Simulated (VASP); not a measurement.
Crystal: Si3O2.

```
Si O
1.0
     4.50122    0.00000    0.00000
     0.00000    4.50122    0.00000
     0.00000    0.00000    3.33570
Si O
3 2
Direct
  0.50000 0.50000 0.47939
  0.50000 0.50000 0.97837
  0.00000 0.00000 0.53121
  0.50000 0.00000 0.41683
  0.00000 0.50000 0.41683
```

The cell was built from a structure type or drawn by symmetry, and may not be a known phase.

| Item | Value |
| --- | --- |
| Program | VASP 6.6.1 |
| Task | relaxation of cell and atoms |
| Functional | PBE |
| Potentials or basis | VASP PAW PBE potentials, release 64 (Si, O_h) |
| Cutoff | 910 eV |
| k mesh | 4 × 4 × 6 |
| Occupations | gaussian, width 0.1 eV |
| Spin | no spin polarisation |

At the start: pressure 53.3 GPa; volume 13.52 Å³/atom.

**Question.** Where does the relaxation end?

**Answer.** Over 35 steps the energy falls by 2642.5 meV/atom and the volume is 11.50 Å³/atom (-14.9 %); space group P4mm (No. 99, to 0.1 Å) before and after.

The path:
```tsv
step	energy change (eV)	largest force (eV/Å)	pressure (GPa)	volume (Å³)
1	0.0000	0.3274	53.32	67.58
2	-3.6498	0.7248	-31.47	106.22
3	-9.0531	0.4941	-14.38	87.32
4	-9.0759	0.4844	-13.57	86.57
5	-9.0832	0.5951	-12.46	85.57
6	-10.1426	1.4263	-3.14	72.85
7	-10.2103	1.8201	1.39	69.64
8	-10.4292	1.9242	-0.10	69.02
9	-11.0348	3.4611	-5.45	67.04
10	-11.3086	5.8364	-3.17	62.59
11	-11.4418	4.8857	-7.25	65.11
12	-11.4988	5.1448	-6.08	63.72
13	-11.5095	5.0041	-7.06	64.34
14	-11.5600	4.9043	-7.14	64.13
15	-11.6818	4.6087	-6.91	63.50
16	-11.7765	4.5420	-5.62	62.23
17	-11.8809	4.3419	-5.75	62.06
18	-12.1736	3.7416	-5.96	61.54
19	-12.6585	2.8288	-5.53	60.49
20	-13.0058	1.3689	0.33	58.38
21	-13.0279	1.2262	-2.17	58.96
22	-13.0338	0.9242	-1.51	58.78
23	-13.0334	0.7923	-1.22	58.72
24	-13.0564	0.7261	-0.77	58.50
25	-13.1129	0.5489	0.79	57.84
26	-13.1674	0.3759	4.57	56.53
27	-13.1960	0.2778	1.21	57.29
28	-13.2009	0.3041	-0.80	57.76
29	-13.2061	0.1649	-0.81	57.76
30	-13.2088	0.1506	-0.82	57.77
31	-13.2115	0.1011	0.07	57.49
32	-13.2117	0.0864	0.36	57.41
33	-13.2122	0.0664	0.01	57.48
34	-13.2123	0.0660	-0.16	57.52
35	-13.2124	0.0215	-0.04	57.49
```

Final structure:
```yaml
crystal:
  lattice:
    - [3.44167, 0.00000, 0.00000]
    - [0.00000, 3.44167, 0.00000]
    - [0.00000, 0.00000, 4.85390]
  atoms:
    - { symbol: Si, position: [0.50000, 0.50000, 0.34907] }
    - { symbol: Si, position: [0.50000, 0.50000, 0.89396] }
    - { symbol: Si, position: [0.00000, 0.00000, 0.72797] }
    - { symbol: O, position: [0.50000, 0.00000, 0.42582] }
    - { symbol: O, position: [0.00000, 0.50000, 0.42582] }
```

Caveat: the cutoff is under 1.25 times the usual one of these potentials, so pressure, stress and relaxed cells hold a basis-set (Pulay) error; a cell axis changed by over 15 % at a fixed basis, so the end point is rough.
